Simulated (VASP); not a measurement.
Set up this calculation in VASP 6.6.1, as the native input.

```yaml
Task: single point
Functional: PBEsol
Potentials_or_basis: VASP PAW PBE potentials, release 64 (Cl)
Cutoff: 520 eV
k_mesh: 7 × 7 × 4
Occupations: fermi-dirac, width 0.05 eV
Spin: no spin polarisation
Dipole_correction: no
Further_INCAR_settings: ALGO = Normal; EDIFF = 1e-06; NBANDS = 22
```

The structure of Cl lies in POSCAR:

```
Cl
1.0
    3.4691983945     -1.9414048113      0.0000000000
    3.4691983945      1.9414048113      0.0000000000
    0.0000000000      0.0000000000      8.0102466795
Cl
4
Direct
    0.3733229150      0.6266770850      0.3889510502
    0.1266770850      0.8733229150      0.8889510502
    0.6266770850      0.3733229150      0.6110489498
    0.8733229150      0.1266770850      0.1110489498
```

These files were run (other wordings do the same):

INCAR

```
PREC     = Accurate       # precision mode
ENCUT    = 520            # plane-wave cutoff, eV
EDIFF    = 1E-6           # SCF threshold, eV
ISMEAR   = -1             # smearing method
SIGMA    = 0.05           # smearing width, eV
LREAL    = F              # projectors in reciprocal space
LASPH    = T              # aspherical terms in the spheres
NELM     = 60             # most SCF steps
ALGO     = Normal         # electronic algorithm
ISIF     = 2              # what is computed and relaxed
LWAVE    = F              # write WAVECAR
LCHARG   = F              # write CHGCAR
GGA      = PS             # functional
NBANDS   = 22             # bands
```

KPOINTS

```
regular mesh
0
Gamma
  7 7 4
```

Potentials or basis: VASP PAW PBE potentials, release 64 (Cl).

The run is started by

```sh
$ cat potpaw_PBE.64/Cl/POTCAR > POTCAR
$ mpirun -np 1 vasp_std > vasp.out
```

Results of the run:

| Property | Result |
| --- | --- |
| Pressure | -0.3 GPa |
| Largest force | 0.140 eV/Å |
| Band gap on the k mesh | 2.07 eV |

Caveat: this functional lacks dispersion, which holds the molecules together, so the pressure and a relaxed volume are unreliable; the PAW data sets were made with another functional, which shifts forces and pressure a little.

Run time: 58 s on 1 thread of Intel(R) Xeon(R) 6975P-C (Granite Rapids) (shared host), peak memory 0.25 GiB.
